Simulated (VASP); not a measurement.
# W (I4/mmm) in VASP: single point with PBE

Aim: the single point of W with PBE.

Program: VASP 6.6.1. These are calculated values, not measurements. Logs are shortened: lines on timing, memory, paths and dates and some standing lists are left out, and cuts for length are marked.

**1. The cell of the first run**

It takes space group I4/mmm (No. 139, tetragonal). The conventional cell has a = 3.407 Å, b = 3.407 Å, c = 2.811 Å, α = 90.00°, β = 90.00°, γ = 90.00°. W (site symmetry 4/mmm) has 14 W at 2.79 to 3.41 Å within 3.7 Å.

**2. Single point, PBE**

POSCAR

```
W
1.0
   -1.7034280000      1.7034280000      1.4052740000
    1.7034280000     -1.7034280000      1.4052740000
    1.7034280000      1.7034280000     -1.4052740000
W
1
Direct
    0.0000000000      0.0000000000      0.0000000000
```

INCAR.step1

```
ALGO = Normal ; EDIFF = 1E-7
ENCUT = 520 ; GGA = PE
ISIF = 2 ; ISMEAR = -1
LASPH = True ; LCHARG = True
LMAXMIX = 4 ; LREAL = False
LWAVE = False ; NBANDS = 13
NELM = 60 ; PREC = Accurate
SIGMA = 0.0473
```

KPOINTS.step1

```
k-points
0
Gamma
  15 15 15
```

INCAR.step2

```
ALGO = Normal ; EDIFF = 1E-7
ENCUT = 520 ; GGA = PE
ICHARG = 11 ; ISIF = 2
ISMEAR = -5 ; LASPH = True
LCHARG = False ; LMAXMIX = 4
LORBIT = 11 ; LREAL = False
LWAVE = False ; NEDOS = 2001
NELM = 60 ; PREC = Accurate
SIGMA = 0.0473
```

KPOINTS.step2

```
k-points
0
Gamma
  23 23 23
```

Potentials or basis: VASP PAW PBE potentials, release 64 (W_sv).

Started as:

```
$ cat potpaw_PBE.64/W_sv/POTCAR > POTCAR
$ cp INCAR.step1 INCAR
$ cp KPOINTS.step1 KPOINTS
$ mpirun -np 1 vasp_std > vasp.out
$ cp INCAR.step2 INCAR
$ cp KPOINTS.step2 KPOINTS
$ mpirun -np 1 vasp_std > vasp.out
```

OUTCAR:

```text
EDIFF = 1E-7
   ENCUT = 520
   GGA = PE
   ICHARG = 11
   ISIF = 2
   ISMEAR = -5
   LASPH = True
   LORBIT = 11
   LREAL = False
   NELM = 60
   PREC = Accurate

 ion  position               nearest neighbor table
   1  0.000  0.000  0.000-

  LATTYP: Found a body centered tetragonal cell.
 ALAT       =     3.4068560000
 C/A-ratio  =     0.8249682405

  Lattice vectors:

 A1 = (  -1.7034280000,   1.7034280000,   1.4052740000)
 A2 = (   1.7034280000,  -1.7034280000,   1.4052740000)
 A3 = (   1.7034280000,   1.7034280000,  -1.4052740000)

Analysis of symmetry for initial positions (statically):
=====================================================================
 Subroutine PRICEL returns:
 Original cell was already a primitive cell.

 Routine SETGRP: Setting up the symmetry group for a
 body centered tetragonal supercell.

 Subroutine GETGRP returns: Found 16 space group operations
 (whereof 16 operations were pure point group operations)
 out of a pool of 16 trial point group operations.

The static configuration has the point symmetry D_4h.

Analysis of symmetry for dynamics (positions and initial velocities):
=====================================================================
 Subroutine PRICEL returns:
 Original cell was already a primitive cell.

 Routine SETGRP: Setting up the symmetry group for a
 body centered tetragonal supercell.

 Subroutine GETGRP returns: Found 16 space group operations
 (whereof 16 operations were pure point group operations)
 out of a pool of 16 trial point group operations.

The dynamic configuration has the point symmetry D_4h.

 Subroutine INISYM returns: Found 16 space group operations
 (whereof 16 operations are pure point group operations),
 and found     1 'primitive' translations

----------------------------------------------------------------------------------------

                                     Primitive cell

  volume of cell :      16.3105

  direct lattice vectors                    reciprocal lattice vectors
    -1.703428000  1.703428000  1.405274000     0.000000000  0.293525761  0.355802498
     1.703428000 -1.703428000  1.405274000     0.293525761  0.000000000  0.355802498
     1.703428000  1.703428000 -1.405274000     0.293525761  0.293525761  0.000000000

  length of vectors
     2.788929708  2.788929708  2.788929708     0.461251331  0.461251331  0.415108112

  position of ions in fractional coordinates (direct lattice)
     0.000000000  0.000000000  0.000000000

  ion indices of the primitive-cell ions
   primitive index   ion index
                 1           1

----------------------------------------------------------------------------------------

 KPOINTS: k-points

Automatic generation of k-mesh.
 Grid dimensions read from file:
 generate k-points for:   23   23   23

 Generating k-lattice:

  Cartesian coordinates                     Fractional coordinates (reciprocal lattice)
     0.000000000  0.012761990  0.015469674     0.043478261  0.000000000  0.000000000
     0.012761990  0.000000000  0.015469674     0.000000000  0.043478261  0.000000000
     0.012761990  0.012761990  0.000000000     0.000000000  0.000000000  0.043478261

  Length of vectors
     0.020054406  0.020054406  0.018048179

  Shift w.r.t. Gamma in fractional coordinates (k-lattice)
     0.000000000  0.000000000  0.000000000

 TETIRR: Found  29779 inequivalent tetrahedra from    73002

 Subroutine IBZKPT returns following result:
 ===========================================

 Found    936 irreducible k-points:

 Following reciprocal coordinates:
            Coordinates               Weight
  0.000000  0.000000  0.000000      1.000000
  0.043478  0.000000  0.000000      8.000000
  0.086957  0.000000  0.000000      8.000000
  0.130435  0.000000  0.000000      8.000000
  0.173913  0.000000 -0.000000      8.000000
  0.217391  0.000000  0.000000      8.000000
[... 16 lines left out ...]
  0.478261  0.043478 -0.000000     16.000000
 -0.478261  0.043478  0.000000     16.000000
 [... further k-points ...]
   k-points           NKPTS =    936   k-points in BZ     NKDIM =    936   number of bands    NBANDS=     11
   number of dos      NEDOS =   2001   number of ions     NIONS =      1
   total plane-waves  NPLWV =  13824
   dimension x,y,z NGX =    24 NGY =   24 NGZ =   24
   dimension x,y,z NGXF=    48 NGYF=   48 NGZF=   48
   ions per type =               1
   NGX,Y,Z   is equivalent  to a cutoff of  14.31, 14.31, 14.31 a.u.
   NGXF,Y,Z  is equivalent  to a cutoff of  28.61, 28.61, 28.61 a.u.
 SYSTEM =  unknown system
   PREC   = accura    normal or accurate (medium, high low for compatibility)
   ISTART =      0    job   : 0-new  1-cont  2-samecut
   ICHARG =     11    charge: 1-file 2-atom 10-const
   ISPIN  =      1    spin polarized calculation?
   LNONCOLLINEAR =      F non collinear calculations
   LSORBIT =      F    spin-orbit coupling
   LASPH  =      T    aspherical Exc in radial PAW
   ENCUT  =  520.0 eV  38.22 Ry    6.18 a.u.   5.19  5.19  5.19*2*pi/ulx,y,z
   NELM   =     60;   NELMIN=  2; NELMDL=  0     # of ELM steps
   EDIFF  = 0.1E-06   stopping-criterion for ELM
   LREAL  =      F    real-space projection
   EDIFFG = 0.1E-05   stopping-criterion for IOM
   NSW    =      0    number of steps for IOM
   IBRION =     -1    ionic relax: 0-MD 1-quasi-New 2-CG
   NFREE  =      0    steps in history (QN), initial steepest desc. (CG)
   ISIF   =      2    stress and relaxation
   ISYM   =      2    0-nonsym 1-usesym 2-fastsym
   POTIM  = 0.5000    time-step for ionic-motion
   TEBEG  =    0.0;   TEEND  =   0.0 temperature during run
   PSTRESS=    0.0 pullay stress
   NELECT =      14.0000    total number of electrons
   NUPDOWN=      -1.0000    fix difference up-down
   EMIN   =  10.00;   EMAX   =-10.00  energy-range for DOS
   EFERMI =   0.00;   METHOD = LEGACY
   ISMEAR =    -5;   SIGMA  =   0.05  broadening in eV -4-tet -1-fermi 0-gaus
   EFERMI_NEDOS =   21; number of points for ismear=-14 and -15
   IALGO  =     38    algorithm
   IMIX   =      4    mixing-type and parameters
     AMIX     =   0.40;   BMIX     =  1.00
     AMIX_MAG =   1.60;   BMIX_MAG =  1.00
  volume/ion in A,a.u.               =      16.31       110.07
  Fermi-wavevector in a.u.,A,eV,Ry     =   1.555827  2.940087 32.934233  2.420598
  Thomas-Fermi vector in A             =   2.659712
   LORBIT       =     11    0 simple, 1 ext, 2 COOP (PROOUT), +10 PAW based schemes
   GGA     = PE    functional components
   LHFCALC =     F    Hartree Fock is set to
   AEXX    =    0.0000 exact exchange contribution
   IVDW    =     0    specifies the selected vdW correction
   LEPSILON=     F    determine dielectric tensor
   LRPA    =     F    only Hartree local field effects (RPA)
 non-spin polarized calculation
 Fermi weights with tetrahedron method with Bloechl corrections
  energy-cutoff  :      520.00
  volume of cell :       16.31
 maximum number of plane-waves:       449
 NGX is ok and might be reduce to    24

 number of electron      14.0000001 magnetization

 Free energy of the ion-electron system (eV)
  ---------------------------------------------------
  ext. energy  EPLUGINS =         0.00000000
  ---------------------------------------------------
  free energy    TOTEN  =       -12.60915010 eV

  energy without entropy =      -12.60915010  energy(sigma->0) =      -12.60915010

 E-fermi :  10.9534     XC(G=0): -13.4637

 val. band max:       11.0091799831   @ k =   0.4348   0.1304   0.0435
 cond. band min:      10.7274673662   @ k =  -0.1739  -0.2174   0.1739
 fundamental gap:     -0.2817126169
 Fermi energy:        10.9534467648

 k-point     1 :       0.0000    0.0000    0.0000
  band No.  band energies     occupation
      1     -63.1370      2.00000
      2     -26.8131      2.00000
      3     -26.8131      2.00000
      4     -26.5816      2.00000
      5       1.5677      2.00000
      6       8.3945      2.00000
      7      11.1320      0.00000
      8      11.1780      0.00000
      9      11.1780      0.00000
     10      14.5608      0.00000
     11      24.5875      0.00000

 k-point     2 :       0.0435    0.0000    0.0000
  band No.  band energies     occupation
      1     -63.1343      2.00000
      2     -26.8230      2.00000
      3     -26.8203      2.00000
      4     -26.6000      2.00000
      5       1.6654      2.00000
      6       8.4293      2.00000
      7      11.0835     -0.13149
      8      11.1417      0.00000
      9      11.2071      0.00000
     10      14.4754      0.00000
     11      24.7851      0.00000

 k-point     3 :       0.0870    0.0000    0.0000
  band No.  band energies     occupation
      1     -63.1268      2.00000
      2     -26.8578      2.00000
      3     -26.8413      2.00000
      4     -26.6476      2.00000
      5       1.9524      2.00000
      6       8.5099      2.00000
      7      10.8497      2.03845
      8      11.0713     -0.03330
      9      11.3919      0.00000
     10      14.2566      0.00000
     11      25.3305      0.00000
[... 267 lines left out ...]
 k-point    23 :       0.4783    0.0435   -0.0000
  band No.  band energies     occupation
      1     -62.9971      2.00000
      2     -27.9154      2.00000
      3     -27.1932      2.00000
      4     -26.8975      2.00000
      5       5.0665      2.00000
      6       6.9759      2.00000
      7      12.0882     -0.00250
      8      12.9094      0.00000
      9      16.0907      0.00000
     10      16.7125      0.00000
     11      22.0914      0.00000

 k-point    24 :      -0.4783    0.0435    0.0000
  band No.  band energies     occupation
      1     -63.0004      2.00000
      2     -27.8881      2.00000
      3     -27.1877      2.00000
      4     -26.8913      2.00000
      5       5.0853      2.00000
      6       7.0278      2.00000
      7      11.8839     -0.01419
      8      12.8616      0.00000
      9      15.7450      0.00000
     10      16.5018      0.00000
     11      21.8999      0.00000

 [... further k-points ...]

------------------------ aborting loop because EDIFF is reached ----------------------------------------

  FORCE on cell =-STRESS in cart. coord.  units (eV):
  Direction    XX          YY          ZZ          XY          YZ          ZX
  --------------------------------------------------------------------------------------
  -------------------------------------------------------------------------------------
  Total       -0.9425979     -0.9425979      2.7299930      0.0000000      0.0000000     -0.0000000
  in kB      -92.5909417    -92.5909417    268.1658944      0.0000000      0.0000000     -0.0000000
  external PRESSURE =      27.6613370 kB  Pullay stress =       0.0000000 kB

 VOLUME and BASIS-vectors are now :
 -----------------------------------------------------------------------------
  energy-cutoff  :      520.00
  volume of cell :       16.31
      direct lattice vectors                 reciprocal lattice vectors
    -1.703428000  1.703428000  1.405274000     0.000000000  0.293525761  0.355802498
     1.703428000 -1.703428000  1.405274000     0.293525761  0.000000000  0.355802498
     1.703428000  1.703428000 -1.405274000     0.293525761  0.293525761  0.000000000

 POSITION                                       TOTAL-FORCE (eV/Angst)
 -----------------------------------------------------------------------------------
      0.00000      0.00000      0.00000        -0.000000     -0.000000      0.000000
 -----------------------------------------------------------------------------------
    total drift:                                0.000000      0.000000     -0.000000

  FREE ENERGIE OF THE ION-ELECTRON SYSTEM (eV)
  ---------------------------------------------------
  free  energy   TOTEN  =       -12.6091501006 eV

  energy  without entropy=      -12.6091501006  energy(sigma->0) =      -12.60915010

 total charge

# of ion       s       p       d       tot
------------------------------------------
    1        2.406   6.323   3.328  12.058
```

Run time: 5.1 min. Hardware: 1 thread of AMD EPYC 7R13, shared host; peak memory 0.29 GiB.

Results:

```yaml
Valence_electrons_inside_the_program's_atomic_spheres: W 12.06
```

Caveat: spin-orbit coupling is left out, which moves the levels of the heavy elements; tetrahedron occupations give inexact forces and stress in metals.
